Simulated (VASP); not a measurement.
Wanted: the native input for a VASP 6.6.1 run.

```
Task                   : single point
Functional             : PBEsol
Potentials or basis    : VASP PAW PBE potentials, release 64 (Hf_pv, O)
Cutoff                 : 520 eV
k mesh                 : 2 × 2 × 2, shifted
Occupations            : gaussian, width 0.02 eV
Spin                   : no spin polarisation
Dipole correction      : no
Further INCAR settings : LREAL = Auto; ALGO = Normal; EDIFF = 1e-06; NBANDS = 106
```

The structure of HfO2 lies in POSCAR:

```
HfO2
1.0
   -4.2172845469      0.0000000000     -5.1949679162
    5.0956762375      5.1770571813     -0.0019234324
    5.0956762375     -5.1770571813     -0.0019234324
Hf O
8 16
Direct
    0.2916152179      0.0120352206      0.5574437615
    0.2915651479      0.5120062387      0.0574166723
    0.2080359717      0.4430985511      0.4885258172
    0.2080164214      0.9430772739      0.9884761611
    0.7080341891      0.4861295443      0.9454619519
    0.7080108659      0.9860992337      0.4454742194
    0.7916181898      0.0550711197      0.0144378851
    0.7915927684      0.5550733064      0.5144187028
    0.0200222352      0.1036176237      0.3642351198
    0.0200208428      0.6036373674      0.8642529974
    0.4796106251      0.1362745263      0.8969130222
    0.4795896354      0.6362354129      0.3969131046
    0.9796231013      0.3945438702      0.1386572368
    0.9795855572      0.8945172913      0.6386558358
    0.5200060468      0.3618262988      0.6059971999
    0.5200088814      0.8618493085      0.1060321420
    0.6591988503      0.0333297162      0.6980070380
    0.6592392757      0.5333317212      0.1980220166
    0.8403237442      0.8024851528      0.9671084330
    0.8403917738      0.3024988007      0.4671972090
    0.3404003724      0.4647570900      0.8048885702
    0.3403093196      0.9647425051      0.3048681249
    0.1592719084      0.6956518453      0.5357808935
    0.1591696006      0.1956105831      0.0356849001
```

The input as run:

INCAR

```
SYSTEM = HfO2
ALGO = Normal
EDIFF = 1E-6
ENCUT = 520
GGA = PS
ISIF = 2
ISMEAR = 0
LASPH = .True.
LCHARG = .False.
LREAL = Auto
LWAVE = .False.
NBANDS = 106
NELM = 100
PREC = Accurate
SIGMA = 0.02
```

KPOINTS

```
Automatic mesh
0
Gamma
  2 2 2
  0.5 0.5 0.5
```

Potentials or basis: VASP PAW PBE potentials, release 64 (Hf_pv, O).

Launch:

```console
$ cat potpaw_PBE.64/Hf_pv/POTCAR potpaw_PBE.64/O/POTCAR > POTCAR
$ mpirun -np 1 vasp_std > vasp.out
```

Results of the run:

* Pressure: -3.0 GPa
* Largest force: 0.074 eV/Å
* Band gap on the k mesh: 4.28 eV

Caveat: the k points lie up to 0.60 Å⁻¹ apart; the PAW data sets were made with another functional, which shifts forces and pressure a little; spin-orbit coupling is left out, which moves the levels of the heavy elements.

It took 3.6 min on 1 thread of Intel(R) Xeon(R) Platinum 8375C CPU @ 2.90GHz (Ice Lake), with other jobs on the host, peak memory 0.4 GiB.
